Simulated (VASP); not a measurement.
Set up this calculation in VASP 6.6.1, as the native input.

```
Task                   : single point
Functional             : PBE
Dispersion             : D3(BJ)
Potentials or basis    : VASP PAW PBE potentials, release 64 (In_d, P)
Cutoff                 : 400 eV
k mesh                 : 2 × 3 × 1
Occupations            : gaussian, width 0.05 eV
Spin                   : no spin polarisation
Dipole correction      : yes
Further INCAR settings : ALGO = Normal; EDIFF = 1e-06; NBANDS = 66; NELMDL = -8
```

The structure of InP lies in POSCAR:

```
InP
1.0
    8.3347933232      0.0000000000      0.0000000000
    0.0000000000      5.8935888786      0.0000000000
    0.0000000000      0.0000000000     23.0756966616
In P
6 6
Direct
    0.2500000000      0.5000000000      0.3466850911
    0.7500000000      0.5000000000      0.3466850911
    0.5079544404      0.0719531993      0.4477815003
   -0.0025965855      0.0317525493      0.4425966434
    0.7269764688      0.5486751757      0.5219573307
    0.2763947847      0.5071615190      0.5078028828
    0.5000000000      0.2500000000      0.3466850911
    0.0000000000      0.2500000000      0.3466850911
    0.7445000558      0.7971793275      0.4289105550
    0.2591785496      0.8090265020      0.4298783734
    0.0003823772      0.3238868911      0.5256765196
    0.5019645436      0.2739685905      0.5466212478
```

One way to write it, as run:

INCAR

```
SYSTEM = InP
ALGO = Normal ; DIPOL = 0.5 0.5 0.436
EDIFF = 1E-6 ; ENCUT = 400
GGA = PE ; GGA_COMPAT = .False.
IDIPOL = 3 ; ISIF = 2
ISMEAR = 0 ; IVDW = 12
LASPH = .True. ; LCHARG = .False.
LDIPOL = .True. ; LREAL = .False.
LWAVE = .False. ; NBANDS = 66
NELM = 120 ; NELMDL = -8
PREC = Accurate ; SIGMA = 0.05
```

KPOINTS

```
k-points
0
Gamma
  2 3 1
  0 0 0
```

Potentials or basis: VASP PAW PBE potentials, release 64 (In_d, P).

The run is started by

```sh
$ cat potpaw_PBE.64/In_d/POTCAR potpaw_PBE.64/P/POTCAR > POTCAR
$ mpirun -np 1 vasp_std > vasp.out
```

Results of the run:

```json
{
  "Largest force": "1.569 eV/Å",
  "Band gap on the k mesh": "0.17 eV (least direct gap 0.23 eV)",
  "Dispersion energy per atom": "-0.193 eV"
}
```

Caveat: semilocal functionals underestimate gaps, and a narrow one can read as zero; spin-orbit coupling is left out, which moves the levels of the heavy elements.

It took 9.4 min on 1 thread of Oxide Virtual Turin-like Processor, on a shared host, peak memory 0.71 GiB.
